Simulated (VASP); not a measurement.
Write the native input for VASP 6.6.1 that does the following.

- Task: single point
- Functional: PBE
- Dispersion: D3(BJ)
- Potentials or basis: VASP PAW PBE potentials, release 64 (B, N)
- Cutoff: 520 eV
- k mesh: 12 × 12 × 4
- Occupations: gaussian, width 0.05 eV
- Spin: no spin polarisation
- Dipole correction: no
- Further INCAR settings: ALGO = Normal; EDIFF = 1e-06; NBANDS = 16

The structure of BN lies in POSCAR:

```
BN
1.0
    2.6066956301      0.0000000000      0.0000000000
   -1.3033478151      2.2574646356      0.0000000000
    0.0000000000      0.0000000000      6.3521729774
B N
2 2
Direct
    0.3333333333      0.6666666667      0.2500000000
    0.6666666667      0.3333333333      0.7500000000
    0.3333333333      0.6666666667      0.7500000000
    0.6666666667      0.3333333333      0.2500000000
```

This cell differs from its parent crystal: strain +0.040 along x and y, -0.040 along z.

One way to write it, as run:

INCAR

```
SYSTEM = BN
  PREC = Accurate
  ENCUT = 520
  EDIFF = 1E-6
  ISMEAR = 0
  SIGMA = 0.05
  LREAL = .FALSE.
  LASPH = .TRUE.
  NELM = 100
  ALGO = Normal
  ISIF = 2
  LWAVE = .FALSE.
  LCHARG = .TRUE.
  GGA = PE
  IVDW = 12
  LELF = .TRUE.
  LVHAR = .TRUE.
  NBANDS = 16
```

KPOINTS

```
regular mesh
0
G
  12 12 4
  0 0 0
```

Potentials or basis: VASP PAW PBE potentials, release 64 (B, N).

Run with:

```bash
$ cat potpaw_PBE.64/B/POTCAR potpaw_PBE.64/N/POTCAR > POTCAR
$ mpirun -np 1 vasp_std > vasp.out
```

Results of the run:

```yaml
Pressure: -24.2 GPa
Band_gap_on_the_k_mesh: 3.96 eV, indirect (least direct gap 4.24 eV)
Dispersion_energy_per_atom: -0.137 eV
```

Caveat: the cell differs from its parent crystal (strain +0.040 along x and y, -0.040 along z).

It took 12 s on 1 thread of Intel(R) Xeon(R) 6975P-C (Granite Rapids), with other jobs on the host, peak memory 0.17 GiB.
